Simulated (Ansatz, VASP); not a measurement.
**Si2W: VASP beside Ansatz**

INCAR

```
ALGO = Normal
EDIFF = 1E-6
EDIFFG = -0.01
ENCUT = 600
GGA = PE
IBRION = 2
ISIF = 3
ISMEAR = 0
LASPH = T
LCHARG = F
LREAL = F
LWAVE = F
NELM = 80
NSW = 100
PREC = Accurate
SIGMA = 0.1
```

KPOINTS

```
k-points
0
Gamma
  18 18 8
```

POSCAR

```
Si2W
1.0
    2.9586419074      0.0000000000      0.0000000000
   -1.4793209537      2.5622590525      0.0000000000
    0.0000000000      0.0000000000      5.8464152038
Si W
2 1
Direct
    0.6666666667      0.3333333333      0.6692071602
    0.3333333333      0.6666666667      0.3307928398
    0.0000000000      0.0000000000      0.0000000000
```

Input for Ansatz:

```yaml
crystal:
  lattice:
    - [2.9586419074, 0.0, 0.0]
    - [-1.4793209537, 2.5622590525, 0.0]
    - [0.0, 0.0, 5.8464152038]
  atoms:
    - { symbol: Si, position: [0.6666666667, 0.3333333333, 0.6692071602] }
    - { symbol: Si, position: [0.3333333333, 0.6666666667, 0.3307928398] }
    - { symbol: W, position: [0.0, 0.0, 0.0] }
basis:
  ecutwfc: 420
kpoints:
  mp_grid: { grid: [18, 18, 8] }
hamiltonian:
  xc: pbe
scf:
  occupations: { method: gaussian, width: 0.1 }
output:
  forces: true
  stress: true
  eigenvalues: true
  write_density: true
  write_potential: true
  elf: true
  volumetric_format: npy
relax:
  adjacent_minimum: "off"
  f_tol: 0.01
  max_steps: 80
  cell: { stress_tol: 0.05 }
```

Alike in both runs: task relaxation of cell and atoms; functional PBE; k mesh 18 × 18 × 8; occupations gaussian, width 0.1 eV; no spin polarisation.

```csv
,VASP,Ansatz
version,VASP 6.6.1,Ansatz 0.2.0
potentials or method,"VASP PAW PBE potentials, release 64 (Si, W_sv), cutoff 600 eV","scalar-relativistic, plane waves, PAW"
valence electrons in the cell,22,22
```

```csv
,VASP,Ansatz,Ansatz less VASP
"gap on the k mesh at the Fermi level, each at its own relaxed structure (eV)",none,none,-
relaxed volume (Å³/atom),14.73,14.73,-0.006
relaxed cell length with the largest relative difference (Å),2.953,2.952,-0.0008
```

A gap of «none» marks a metal or a gap that the smearing closes.

Spin-orbit coupling is off throughout.
